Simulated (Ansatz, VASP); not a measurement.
Ta2SiOF2 in VASP and in Ansatz

File INCAR:

```
ALGO = Fast ; EDIFF = 1E-6
ENCUT = 520 ; GGA = PE
ISIF = 2 ; ISMEAR = 0
LASPH = True ; LCHARG = False
LREAL = False ; LWAVE = False
NBANDS = 32 ; NELM = 60
PREC = Accurate ; SIGMA = 0.1
```

File KPOINTS:

```
k-points
0
Gamma
  4 4 4
```

POSCAR

```
Ta2SiOF2
1.0
    2.4406671900     -4.0632417900      0.0000000000
    2.4406671900      4.0632417900      0.0000000000
    0.0000000000      0.0000000000      3.9317458000
Ta Si O F
2 1 1 2
Direct
    0.5000000000      0.0000000000      0.5000000000
    0.0000000000      0.5000000000      0.5000000000
    0.5000000000      0.5000000000      0.5000000000
    0.0000000000      0.0000000000      0.0000000000
    0.6641809900      0.3358190100      0.0000000000
    0.3358190100      0.6641809900      0.0000000000
```

Input for Ansatz:

```yaml
crystal:
  lattice:
    - [2.44066719, -4.06324179, 0.0]
    - [2.44066719, 4.06324179, 0.0]
    - [0.0, 0.0, 3.9317458]
  atoms:
    - { symbol: Ta, position: [0.5, 0.0, 0.5] }
    - { symbol: Ta, position: [0.0, 0.5, 0.5] }
    - { symbol: Si, position: [0.5, 0.5, 0.5] }
    - { symbol: O, position: [0.0, 0.0, 0.0] }
    - { symbol: F, position: [0.66418099, 0.33581901, 0.0] }
    - { symbol: F, position: [0.33581901, 0.66418099, 0.0] }
basis:
  ecutwfc: 420
kpoints:
  mp_grid: { grid: [4, 4, 4] }
hamiltonian:
  xc: pbe
scf:
  occupations: { method: gaussian, width: 0.1 }
  lower_state_search: "off"
output:
  forces: true
  stress: true
  eigenvalues: true
```

Change from the starting cell: species swapped into the CeAlCu2Ni2 type (Cmmm, No. 65).

Alike in both runs: task single point; functional PBE; k mesh 4 × 4 × 4; occupations gaussian, width 0.1 eV; no spin polarisation.

|  | VASP | Ansatz |
| --- | --- | --- |
| version | VASP 6.6.1 | Ansatz 0.2.0 |
| potentials or method | VASP PAW PBE potentials, release 64 (Ta_pv, Si, O, F), cutoff 520 eV | scalar-relativistic, plane waves, PAW |
| valence electrons in the cell | 46 | 50 |

|  | VASP | Ansatz | Ansatz less VASP |
| --- | --- | --- | --- |
| gap on the k mesh at the Fermi level (eV) | none | none | - |
| pressure (GPa) | 22.6 | 22.4 | -0.17 |
| traceless stress, the component that is largest in VASP (GPa) | -19.77 | -19.66 | +0.105 |
| rms of the force components (eV/Å) | 0.254 | 0.257 | +0.0028 |

Atom by atom the forces differ by 0.003 eV/Å (rms over components). A gap of «none» marks a metal or a gap that the smearing closes. VASP's potentials hold 46 valence electrons a cell and Ansatz's 50, so a difference there can come from the potentials and not from the codes.

The k mesh is coarse, so the values compare programs but aren't converged. Neither program's run includes spin-orbit coupling.
